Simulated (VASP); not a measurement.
Write the native input for VASP 6.6.1 that does the following.

```
Task                   : single point
Functional             : PBEsol
Potentials or basis    : VASP PAW PBE potentials, release 64 (Al, Pt)
Cutoff                 : 520 eV
k mesh                 : 6 × 6 × 6
Occupations            : gaussian, width 0.1 eV
Spin                   : no spin polarisation
Dipole correction      : no
Further INCAR settings : ALGO = Normal; EDIFF = 1e-06; NBANDS = 36
```

The structure of AlPt lies in POSCAR:

```
AlPt
1.0
    4.8129924033      0.0000000000      0.0000000000
    0.0000000000      4.8129924033      0.0000000000
    0.0000000000      0.0000000000      4.8129924033
Al Pt
4 4
Direct
    0.8440320000      0.8440320000      0.8440320000
    0.6559680000      0.1559680000      0.3440320000
    0.3440320000      0.6559680000      0.1559680000
    0.1559680000      0.3440320000      0.6559680000
    0.1550630000      0.1550630000      0.1550630000
    0.3449370000      0.8449370000      0.6550630000
    0.6550630000      0.3449370000      0.8449370000
    0.8449370000      0.6550630000      0.3449370000
```

These files were run (other wordings do the same):

INCAR

```
SYSTEM = AlPt
ALGO = Normal ; EDIFF = 1E-6
ENCUT = 520 ; GGA = PS
ISIF = 2 ; ISMEAR = 0
LASPH = .TRUE. ; LCHARG = .FALSE.
LREAL = .FALSE. ; LWAVE = .FALSE.
NBANDS = 36 ; NELM = 80
PREC = Accurate ; SIGMA = 0.1
```

KPOINTS

```
k-points
0
G
  6 6 6
  0 0 0
```

Potentials or basis: VASP PAW PBE potentials, release 64 (Al, Pt).

Run with:

```sh
$ cat potpaw_PBE.64/Al/POTCAR potpaw_PBE.64/Pt/POTCAR > POTCAR
$ mpirun -np 1 vasp_std > vasp.out
```

It gave:

```yaml
Pressure: 7.5 GPa
Largest_force: 0.057 eV/Å
Band_gap_on_the_k_mesh: zero (band 26 reaches 11.36 eV, above the bottom of band 27 at 10.20 eV)
```

Caveat: the PAW data sets were made with another functional, which shifts forces and pressure a little; spin-orbit coupling is left out, which moves the levels of the heavy elements.

It took 58 s on 1 thread of Intel(R) Xeon(R) Platinum 8488C (Sapphire Rapids), on a shared host, peak memory 0.24 GiB.
